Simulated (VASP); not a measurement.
A run of VASP 6.6.1:

POSCAR

```
V
1.0
    0.0000000000      1.9050006274      1.9050006274
    1.9050006274      0.0000000000      1.9050006274
    1.9050006274      1.9050006274      0.0000000000
V
1
Direct
    0.0000000000      0.0000000000      0.0000000000
```

File INCAR.step1:

```
PREC = Accurate
ENCUT = 600
ISMEAR = -1
SIGMA = 0.1
LREAL = F
LASPH = T
NELM = 80
GGA = PE
ALGO = Normal
EDIFF = 1E-4
LWAVE = T
LCHARG = F
```

INCAR.step2

```
PREC = Accurate
ENCUT = 600
EDIFF = 1E-7
ISMEAR = -1
SIGMA = 0.1
LREAL = F
LASPH = T
NELM = 80
ALGO = Normal
ISIF = 3
LWAVE = F
LCHARG = F
METAGGA = R2SCAN
LMIXTAU = T
IBRION = 2
NSW = 80
EDIFFG = -0.01
ISTART = 1
```

Contents of KPOINTS:

```
regular mesh
0
Gamma
  14 14 14
```

Potentials or basis: VASP PAW PBE potentials, release 64 (V_sv).

Run with:

```sh
$ cat potpaw_PBE.64/V_sv/POTCAR > POTCAR
$ cp INCAR.step1 INCAR
$ mpirun -np 1 vasp_std > vasp.out
$ cp INCAR.step2 INCAR
$ mpirun -np 1 vasp_std > vasp.out
```

Hardware: 1 thread of Intel(R) Xeon(R) 6975P-C (Granite Rapids) (shared host).

How long does it take, and how much memory?

Run time: 69 s on 1 thread of Intel(R) Xeon(R) 6975P-C (Granite Rapids), with other jobs on the host, peak memory 0.16 GiB. Counts: k points 104, ion steps 3.
